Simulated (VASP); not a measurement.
# WC (rocksalt type) (Fm-3m) in VASP: notebook, part 2 of 2

VASP 6.6.1. Earlier steps stand in the parts before.

## Step 5: Relaxation of cell and atoms, PBE, target pressure 150 GPa, at which the enthalpy is minimised

This run uses another cell than the first one, of 8.19 Å³/atom.

File INCAR:

```
SYSTEM = WC
ALGO = Normal
EDIFF = 1E-6
EDIFFG = -0.005
ENCUT = 600
GGA = PE
IBRION = 2
ISIF = 3
ISMEAR = -1
LASPH = .True.
LCHARG = .False.
LREAL = .False.
LWAVE = .False.
NELM = 100
NSW = 60
PREC = Accurate
PSTRESS = 1500.0
SIGMA = 0.08
```

File KPOINTS:

```
k-points
0
Gamma
  17 17 17
  0 0 0
```

File POSCAR:

```
WC
1.0
    0.0000000000      2.0160768820      2.0160768820
    2.0160768820      0.0000000000      2.0160768820
    2.0160768820      2.0160768820      0.0000000000
W C
1 1
Direct
    0.0000000000      0.0000000000      0.0000000000
    0.5000000000      0.5000000000      0.5000000000
```

Potentials or basis: VASP PAW PBE potentials, release 64 (W_sv, C).

Started as:

```bash
$ cat potpaw_PBE.64/W_sv/POTCAR potpaw_PBE.64/C/POTCAR > POTCAR
$ mpirun -np 1 vasp_std > vasp.out
```

OUTCAR:

```text
SYSTEM = WC
   EDIFF = 1E-6
   EDIFFG = -0.005
   ENCUT = 600
   GGA = PE
   IBRION = 2
   ISIF = 3
   ISMEAR = -1
   LASPH = .True.
   LREAL = .False.
   NELM = 100
   NSW = 60
   PREC = Accurate
   PSTRESS = 1500.0

 ion  position               nearest neighbor table
   1  0.000  0.000  0.000-   2 2.02   2 2.02   2 2.02   2 2.02   2 2.02   2 2.02
   2  0.500  0.500  0.500-   1 2.02   1 2.02   1 2.02   1 2.02   1 2.02   1 2.02

  LATTYP: Found a face centered cubic cell.
 ALAT       =     4.0321537640

  Lattice vectors:

 A1 = (   0.0000000000,   2.0160768820,   2.0160768820)
 A2 = (   2.0160768820,   0.0000000000,   2.0160768820)
 A3 = (   2.0160768820,   2.0160768820,   0.0000000000)

Analysis of symmetry for initial positions (statically):
=====================================================================
 Subroutine PRICEL returns:
 Original cell was already a primitive cell.
[... 305 lines left out ...]
      3     -22.7603      2.00000
      4     -22.7603      2.00000
      5      -1.4992      2.00000
      6      12.6737      2.00000
      7      12.6737      2.00000
      8      12.6737      2.00000
      9      14.8852      2.00000
     10      14.8852      2.00000
     11      14.8852      2.00000
     12      15.2717      2.00000
     13      15.2717      2.00000
[... 354 lines left out ...]
  band No.  band energies     occupation
      1     -58.8269      2.00000
      2     -23.0524      2.00000
      3     -22.8290      2.00000
      4     -22.7718      2.00000
      5      -0.6554      2.00000
      6      10.8543      2.00000
      7      11.2609      2.00000
      8      11.3155      2.00000
      9      13.2395      2.00000
     10      14.5108      2.00000
     11      15.9819      1.99489
     12      18.1889      0.00000
     13      20.0141      0.00000

 [... further k-points ...]

------------------------ aborting loop because EDIFF is reached ----------------------------------------

  FORCE on cell =-STRESS in cart. coord.  units (eV):
  Direction    XX          YY          ZZ          XY          YZ          ZX
  --------------------------------------------------------------------------------------
  -------------------------------------------------------------------------------------
  Total       15.4504799     15.4504799     15.4504799      0.0000000     -0.0000000      0.0000000
  in kB     1499.6653892   1499.6653892   1499.6653892      0.0000000     -0.0000000      0.0000000
  external PRESSURE =      -0.3346108 kB  Pullay stress =    1500.0000000 kB
[... 21 lines left out ...]
  energy  without entropy=      -19.8204421625  energy(sigma->0) =      -19.82881895

  enthalpy is  TOTEN    =        -4.3832685040 eV   P V=       15.4539272313

 reached required accuracy - stopping structural energy minimisation
```

CONTCAR:

```text
WC
   1.00000000000000
     0.0000000000000000    2.0208902574540768    2.0208902574540768
     2.0208902574540768   -0.0000000000000000    2.0208902574540768
     2.0208902574540768    2.0208902574540768    0.0000000000000000
  W               C
     1     1
Direct
     0.0000000000000000    0.0000000000000000    0.0000000000000000
     0.5000000000000000    0.5000000000000000    0.5000000000000000

  0.00000000E+00  0.00000000E+00  0.00000000E+00
  0.00000000E+00  0.00000000E+00  0.00000000E+00
```

It took 38 s on 1 thread of Intel Xeon 6975P-C (Granite Rapids), shared host; peak memory 0.18 GiB.

What came out:

```
Free energy                                                : -19.8372 eV
Relaxed volume                                             : 8.25 Å³/atom
Relaxed cell                                               : a = 2.858 Å, b = 2.858 Å, c = 2.858 Å, α = 60.00°, β = 60.00°, γ = 60.00°
Space group after relaxing (to 0.1 Å)                      : Fm-3m (No. 225)
Energy change on relaxing (the run minimises the enthalpy) : -56.3 meV/atom
Ionic steps                                                : 4
Pressure after relaxing                                    : 150.0 GPa
```

Step by step:
| step | energy change (eV) | largest force (eV/Å) | pressure (GPa) | volume (Å³) |
| --- | --- | --- | --- | --- |
| 1 | 0.0000 | 0.0000 | 156.76 | 16.39 |
| 2 | -0.6985 | 0.0000 | 113.28 | 17.22 |
| 3 | -0.1149 | 0.0000 | 149.88 | 16.51 |
| 4 | -0.1126 | 0.0000 | 149.97 | 16.51 |

Final structure:
```
W C
1.0
     0.00000    2.02089    2.02089
     2.02089    0.00000    2.02089
     2.02089    2.02089    0.00000
W C
1 1
Direct
  0.00000 0.00000 0.00000
  0.50000 0.50000 0.50000
```

Levels at points of the mesh, in eV from the Fermi level:
```csv
k point,band 6,band 7,band 8,band 9,band 10,band 11,band 12,band 13
"(0.00, 0.00, 0.00)",-3.79,-3.79,-3.79,-1.57,-1.57,-1.57,-1.19,-1.19
```

Caveat: the cell is relaxed towards a set pressure, so the run minimises the enthalpy, not the energy; the highest band is partly filled, so the run has too few bands; spin-orbit coupling is left out, which moves the levels of the heavy elements.

## Step 6: Relaxation of cell and atoms, PBE, target pressure 150 GPa, at which the enthalpy is minimised

File INCAR:

```
SYSTEM = WC
PREC = Accurate ; ENCUT = 600
EDIFF = 1E-6 ; ISMEAR = -1
SIGMA = 0.08 ; LREAL = .False.
LASPH = .True. ; NELM = 100
ALGO = Normal ; ISIF = 3
LWAVE = .False. ; LCHARG = .False.
GGA = PE ; IBRION = 2
NSW = 32 ; EDIFFG = -0.005
PSTRESS = 1500.0
```

File KPOINTS:

```
regular mesh
0
Gamma
  17 17 17
  0 0 0
```

File POSCAR:

```
WC
1.0
    0.0000000000      2.0190242905      2.0190242905
    2.0190242905      0.0000000000      2.0190242905
    2.0190242905      2.0190242905      0.0000000000
W C
1 1
Direct
    0.0000000000      0.0000000000      0.0000000000
    0.5000000000      0.5000000000      0.5000000000
```

Potentials or basis: VASP PAW PBE potentials, release 64 (W_sv, C).

Started as:

```bash
$ cat potpaw_PBE.64/W_sv/POTCAR potpaw_PBE.64/C/POTCAR > POTCAR
$ mpirun -np 1 vasp_std > vasp.out
```

Run time: 33 s. Hardware: 1 thread of Intel Xeon 6975P-C (Granite Rapids), shared host; peak memory 0.18 GiB.

Results (log left out):

```yaml
Free_energy: -19.8375 eV
Relaxed_volume: 8.25 Å³/atom
Relaxed_cell: a = 2.858 Å, b = 2.858 Å, c = 2.858 Å, α = 60.00°, β = 60.00°, γ = 60.00°
Space_group_after_relaxing_to_0.1_Å: Fm-3m (No. 225)
Energy_change_on_relaxing_the_run_minimises_the_enthalpy: -21.7 meV/atom
Ionic_steps: 3
Pressure_after_relaxing: 150.0 GPa
```

The path:
```
step  energy change (eV)  largest force (eV/Å)  pressure (GPa)  volume (Å³)
   1              0.0000                0.0000          152.60        16.46
   2             -0.2873                0.0000          135.08        16.78
   3             -0.0433                0.0000          150.00        16.51
```

Final structure:
```cif
data_structure
_symmetry_space_group_name_H-M 'P 1'
_symmetry_Int_Tables_number 1
_cell_length_a 2.8580
_cell_length_b 2.8580
_cell_length_c 2.8580
_cell_angle_alpha 60.000
_cell_angle_beta 60.000
_cell_angle_gamma 60.000
_cell_volume 16.51
loop_
_atom_site_label
_atom_site_type_symbol
_atom_site_fract_x
_atom_site_fract_y
_atom_site_fract_z
_atom_site_occupancy
W1 W 0.00000 0.00000 0.00000 1
C1 C 0.50000 0.50000 0.50000 1
```

Levels at points of the mesh, in eV from the Fermi level:
```tsv
k point	band 5	band 6	band 7	band 8	band 9	band 10	band 11	band 12	band 13
(0.00, 0.00, 0.00)	-17.96	-3.79	-3.79	-3.79	-1.57	-1.57	-1.57	-1.19	-1.19
```

Caveat: the cell is relaxed towards a set pressure, so the run minimises the enthalpy, not the energy; the highest band is partly filled, so the run has too few bands; spin-orbit coupling is left out, which moves the levels of the heavy elements.

## Step 7: Summary

```tsv
task	cell	k mesh	cutoff (eV)	gap on the mesh (eV)	pressure (GPa)
single point	a = 2.855 Å, angles 60.0°, 2 atoms	17 × 17 × 17	520	none	153.3
single point	a = 3.097 Å, angles 60.0°, 2 atoms	16 × 16 × 16	520	none	0.9
relaxation of cell and atoms	relaxed to 150 GPa from a = 2.851 Å, angles 60.0°, 2 atoms	17 × 17 × 17	600	-	150.0
relaxation of cell and atoms	relaxed to 150 GPa from a = 2.855 Å, angles 60.0°, 2 atoms	17 × 17 × 17	600	-	150.0
```

Alike in all rows: level PBE; potentials or basis VASP PAW PBE potentials, release 64 (W_sv, C); no spin polarisation; smearing fermi-dirac 0.08 eV.

Caveats: spin-orbit coupling is left out, which moves the levels of the heavy elements; the cell is relaxed towards a set pressure, so the run minimises the enthalpy, not the energy (at least some runs); the highest band is partly filled, so the run has too few bands (at least some runs); the cell stands under pressure (at least some runs).

Total energies depend on the potentials used, so only differences within one code and one set of settings carry meaning.
